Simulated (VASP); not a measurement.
# CdS (Fm-3m) in VASP: a series of runs

The runs below take CdS through single point, with PBE.

All numbers are computed with VASP 6.6.1; they aren't measurements. Logs are shortened: lines on timing, memory, paths and dates and some standing lists are left out, and cuts for length are marked.

### 1 The cell of the first run

It takes space group Fm-3m (No. 225, cubic). The conventional cell has a = 5.266 Å, b = 5.266 Å, c = 5.266 Å, α = 90.00°, β = 90.00°, γ = 90.00°. Cd (site symmetry m-3m) has 6 S at 2.63 Å within 3.5 Å. S (site symmetry m-3m) has 6 Cd at 2.63 Å within 3.5 Å.

### 2 Single point, PBE (volume scaled by 0.88)

The input, INCAR:

```
SYSTEM = CdS
  PREC = Accurate
  ENCUT = 520
  EDIFF = 1E-7
  ISMEAR = 0
  SIGMA = 0.01
  LREAL = .FALSE.
  LASPH = .TRUE.
  NELM = 100
  ALGO = Normal
  ISIF = 2
  LWAVE = .FALSE.
  LCHARG = .FALSE.
  GGA = PE
  NBANDS = 16
```

The input, KPOINTS:

```
Automatic mesh
0
G
  12 12 12
  0 0 0
```

The input, POSCAR:

```
CdS
1.0
    0.0000000000      2.6328839396      2.6328839396
    2.6328839396      0.0000000000      2.6328839396
    2.6328839396      2.6328839396      0.0000000000
Cd S
1 1
Direct
    0.0000000000      0.0000000000      0.0000000000
    0.5000000000      0.5000000000      0.5000000000
```

Potentials or basis: VASP PAW PBE potentials, release 64 (Cd, S).

Launch:

```
> cat potpaw_PBE.64/Cd/POTCAR potpaw_PBE.64/S/POTCAR > POTCAR
> mpirun -np 1 vasp_std > vasp.out
```

OUTCAR:

```text
SYSTEM = CdS
   PREC = Accurate
   ENCUT = 520
   EDIFF = 1E-7
   ISMEAR = 0
   LREAL = .FALSE.
   LASPH = .TRUE.
   NELM = 100
   ISIF = 2
   GGA = PE

 ion  position               nearest neighbor table
   1  0.000  0.000  0.000-   2 2.63   2 2.63   2 2.63   2 2.63   2 2.63   2 2.63
   2  0.500  0.500  0.500-   1 2.63   1 2.63   1 2.63   1 2.63   1 2.63   1 2.63

  LATTYP: Found a face centered cubic cell.
 ALAT       =     5.2657678792

  Lattice vectors:

 A1 = (   0.0000000000,   2.6328839396,   2.6328839396)
 A2 = (   2.6328839396,   0.0000000000,   2.6328839396)
 A3 = (   2.6328839396,   2.6328839396,   0.0000000000)

Analysis of symmetry for initial positions (statically):
=====================================================================
 Subroutine PRICEL returns:
 Original cell was already a primitive cell.

 Routine SETGRP: Setting up the symmetry group for a
 face centered cubic supercell.

 Subroutine GETGRP returns: Found 48 space group operations
 (whereof 48 operations were pure point group operations)
 out of a pool of 48 trial point group operations.

The static configuration has the point symmetry O_h .

Analysis of symmetry for dynamics (positions and initial velocities):
=====================================================================
 Subroutine PRICEL returns:
 Original cell was already a primitive cell.

 Routine SETGRP: Setting up the symmetry group for a
 face centered cubic supercell.

 Subroutine GETGRP returns: Found 48 space group operations
 (whereof 48 operations were pure point group operations)
 out of a pool of 48 trial point group operations.

The dynamic configuration has the point symmetry O_h .

 Subroutine INISYM returns: Found 48 space group operations
 (whereof 48 operations are pure point group operations),
 and found     1 'primitive' translations

----------------------------------------------------------------------------------------

                                     Primitive cell

  volume of cell :      36.5027

  direct lattice vectors                    reciprocal lattice vectors
     0.000000000  2.632883940  2.632883940    -0.189905826  0.189905826  0.189905826
     2.632883940  0.000000000  2.632883940     0.189905826 -0.189905826  0.189905826
     2.632883940  2.632883940  0.000000000     0.189905826  0.189905826 -0.189905826

  length of vectors
     3.723460176  3.723460176  3.723460176     0.328926540  0.328926540  0.328926540

  position of ions in fractional coordinates (direct lattice)
     0.000000000  0.000000000  0.000000000
     0.500000000  0.500000000  0.500000000

  ion indices of the primitive-cell ions
   primitive index   ion index
                 1           1
                 2           2

----------------------------------------------------------------------------------------

 KPOINTS: Automatic mesh

Automatic generation of k-mesh.
 Grid dimensions read from file:
 generate k-points for:   12   12   12

 Generating k-lattice:

  Cartesian coordinates                     Fractional coordinates (reciprocal lattice)
    -0.015825486  0.015825486  0.015825486     0.083333333  0.000000000  0.000000000
     0.015825486 -0.015825486  0.015825486     0.000000000  0.083333333  0.000000000
     0.015825486  0.015825486 -0.015825486     0.000000000  0.000000000  0.083333333

  Length of vectors
     0.027410545  0.027410545  0.027410545

  Shift w.r.t. Gamma in fractional coordinates (k-lattice)
     0.000000000  0.000000000  0.000000000

 Subroutine IBZKPT returns following result:
 ===========================================

 Found     72 irreducible k-points:

 Following reciprocal coordinates:
            Coordinates               Weight
  0.000000  0.000000  0.000000      1.000000
  0.083333  0.000000  0.000000      8.000000
  0.166667  0.000000  0.000000      8.000000
  0.250000  0.000000  0.000000      8.000000
  0.333333  0.000000  0.000000      8.000000
  0.416667  0.000000  0.000000      8.000000
[... 16 lines left out ...]
  0.500000  0.166667  0.000000     24.000000
 -0.416667  0.166667  0.000000     24.000000
 [... further k-points ...]
   k-points           NKPTS =     72   k-points in BZ     NKDIM =     72   number of bands    NBANDS=     16
   number of dos      NEDOS =    301   number of ions     NIONS =      2
   total plane-waves  NPLWV =  21952
   dimension x,y,z NGX =    28 NGY =   28 NGZ =   28
   dimension x,y,z NGXF=    56 NGYF=   56 NGZF=   56
   ions per type =               1   1
   NGX,Y,Z   is equivalent  to a cutoff of  12.50, 12.50, 12.50 a.u.
   NGXF,Y,Z  is equivalent  to a cutoff of  25.00, 25.00, 25.00 a.u.
 SYSTEM =  CdS
   PREC   = accura    normal or accurate (medium, high low for compatibility)
   ISTART =      0    job   : 0-new  1-cont  2-samecut
   ICHARG =      2    charge: 1-file 2-atom 10-const
   ISPIN  =      1    spin polarized calculation?
   LNONCOLLINEAR =      F non collinear calculations
   LSORBIT =      F    spin-orbit coupling
   LASPH  =      T    aspherical Exc in radial PAW
   ENCUT  =  520.0 eV  38.22 Ry    6.18 a.u.   6.92  6.92  6.92*2*pi/ulx,y,z
   NELM   =    100;   NELMIN=  2; NELMDL= -5     # of ELM steps
   EDIFF  = 0.1E-06   stopping-criterion for ELM
   LREAL  =      F    real-space projection
   EDIFFG = 0.1E-05   stopping-criterion for IOM
   NSW    =      0    number of steps for IOM
   IBRION =     -1    ionic relax: 0-MD 1-quasi-New 2-CG
   NFREE  =      0    steps in history (QN), initial steepest desc. (CG)
   ISIF   =      2    stress and relaxation
   ISYM   =      2    0-nonsym 1-usesym 2-fastsym
   POTIM  = 0.5000    time-step for ionic-motion
   TEBEG  =    0.0;   TEEND  =   0.0 temperature during run
   PSTRESS=    0.0 pullay stress
   NELECT =      18.0000    total number of electrons
   NUPDOWN=      -1.0000    fix difference up-down
   EMIN   =  10.00;   EMAX   =-10.00  energy-range for DOS
   EFERMI =   0.00;   METHOD = LEGACY
   ISMEAR =     0;   SIGMA  =   0.01  broadening in eV -4-tet -1-fermi 0-gaus
   EFERMI_NEDOS =   21; number of points for ismear=-14 and -15
   IALGO  =     38    algorithm
   IMIX   =      4    mixing-type and parameters
     AMIX     =   0.40;   BMIX     =  1.00
     AMIX_MAG =   1.60;   BMIX_MAG =  1.00
  volume/ion in A,a.u.               =      18.25       123.17
  Fermi-wavevector in a.u.,A,eV,Ry     =   1.293373  2.444121 22.760029  1.672815
  Thomas-Fermi vector in A             =   2.425023
   LORBIT       =      0    0 simple, 1 ext, 2 COOP (PROOUT), +10 PAW based schemes
   GGA     = PE    functional components
   LHFCALC =     F    Hartree Fock is set to
   AEXX    =    0.0000 exact exchange contribution
   IVDW    =     0    specifies the selected vdW correction
   LEPSILON=     F    determine dielectric tensor
   LRPA    =     F    only Hartree local field effects (RPA)
 non-spin polarized calculation
 Gauss-broadening in eV      SIGMA  =   0.01
  energy-cutoff  :      520.00
  volume of cell :       36.50
 maximum number of plane-waves:      1004
   NGX = 13   NGY = 13   NGZ = 13

 number of electron      17.9999993 magnetization

 Free energy of the ion-electron system (eV)
  ---------------------------------------------------
  ext. energy  EPLUGINS =         0.00000000
  ---------------------------------------------------
  free energy    TOTEN  =        -5.68876926 eV

  energy without entropy =       -5.68876926  energy(sigma->0) =       -5.68876926

 E-fermi :   4.2467     XC(G=0): -10.9796

 val. band max:        4.1357170507   @ k =   0.5000   0.0000   0.0000
 cond. band min:       4.3540232945   @ k =   0.5000   0.5000   0.0000
 fundamental gap:      0.2183062438
 Fermi energy:         4.2467227849

 k-point     1 :       0.0000    0.0000    0.0000
  band No.  band energies     occupation
      1      -9.5605      2.00000
      2      -3.7963      2.00000
      3      -3.7963      2.00000
      4      -3.7943      2.00000
      5      -3.7943      2.00000
      6      -3.7943      2.00000
[... 8 lines left out ...]
     15      16.3508      0.00000
     16      16.3508      0.00000

 k-point     2 :       0.0833    0.0000    0.0000
  band No.  band energies     occupation
      1      -9.4868      2.00000
      2      -3.8276      2.00000
      3      -3.8276      2.00000
      4      -3.8052      2.00000
      5      -3.7760      2.00000
      6      -3.7760      2.00000
[... 8 lines left out ...]
     15      15.1026      0.00000
     16      15.7836      0.00000

 k-point     3 :       0.1667    0.0000    0.0000
  band No.  band energies     occupation
      1      -9.2739      2.00000
      2      -3.9116      2.00000
      3      -3.9116      2.00000
      4      -3.8419      2.00000
      5      -3.7248      2.00000
      6      -3.7248      2.00000
[... 8 lines left out ...]
     15      14.6569      0.00000
     16      15.6137      0.00000

 k-point     4 :       0.2500    0.0000    0.0000
  band No.  band energies     occupation
      1      -8.9496      2.00000
      2      -4.0218      2.00000
      3      -4.0218      2.00000
      4      -3.9161      2.00000
      5      -3.6536      2.00000
      6      -3.6536      2.00000
[... 8 lines left out ...]
     15      15.1242      0.00000
     16      15.4775      0.00000
[... 324 lines left out ...]
 k-point    22 :       0.4167    0.1667    0.0000
  band No.  band energies     occupation
      1      -8.4190      2.00000
      2      -4.1018      2.00000
      3      -4.0071      2.00000
      4      -3.9673      2.00000
      5      -3.5548      2.00000
      6      -3.5095      2.00000
[... 8 lines left out ...]
     15      17.6665      0.00000
     16      18.1000      0.00000

 k-point    23 :       0.5000    0.1667    0.0000
  band No.  band energies     occupation
      1      -8.2054      2.00000
      2      -4.0982      2.00000
      3      -4.0945      2.00000
      4      -4.0036      2.00000
      5      -3.4918      2.00000
      6      -3.4899      2.00000
[... 8 lines left out ...]
     15      17.5698      0.00000
     16      18.8374      0.00000

 k-point    24 :      -0.4167    0.1667    0.0000
  band No.  band energies     occupation
      1      -8.1574      2.00000
      2      -4.1553      2.00000
      3      -4.1517      2.00000
      4      -3.9601      2.00000
      5      -3.5141      2.00000
      6      -3.4516      2.00000
[... 8 lines left out ...]
     15      16.7490      0.00000
     16      18.3986      0.00000

 [... further k-points ...]
[... 5 lines left out ...]
  --------------------------------------------------------------------------------------
  -------------------------------------------------------------------------------------
  Total        2.9953119      2.9953119      2.9953119     -0.0000000      0.0000000     -0.0000000
  in kB      131.4702494    131.4702494    131.4702494     -0.0000000      0.0000000     -0.0000000
  external PRESSURE =     131.4702494 kB  Pullay stress =       0.0000000 kB

 VOLUME and BASIS-vectors are now :
 -----------------------------------------------------------------------------
  energy-cutoff  :      520.00
  volume of cell :       36.50
      direct lattice vectors                 reciprocal lattice vectors
     0.000000000  2.632883940  2.632883940    -0.189905826  0.189905826  0.189905826
     2.632883940  0.000000000  2.632883940     0.189905826 -0.189905826  0.189905826
     2.632883940  2.632883940  0.000000000     0.189905826  0.189905826 -0.189905826

 POSITION                                       TOTAL-FORCE (eV/Angst)
 -----------------------------------------------------------------------------------
      0.00000      0.00000      0.00000        -0.000000      0.000000      0.000000
      2.63288      2.63288      2.63288         0.000000     -0.000000     -0.000000
 -----------------------------------------------------------------------------------
    total drift:                                0.000000      0.000000      0.000000

  FREE ENERGIE OF THE ION-ELECTRON SYSTEM (eV)
  ---------------------------------------------------
  free  energy   TOTEN  =        -5.6887692604 eV

  energy  without entropy=       -5.6887692604  energy(sigma->0) =       -5.68876926
```

Run time: 26 s. Hardware: 1 thread of Intel Xeon Platinum 8488C (Sapphire Rapids), shared host; peak memory 0.17 GiB.

What came out:

```
Free energy            : -5.6888 eV
Pressure               : 13.1 GPa
Band gap on the k mesh : 0.22 eV, indirect (least direct gap 2.49 eV)
```

 A k mesh can miss the band edges.

[end of part 1 of 2]
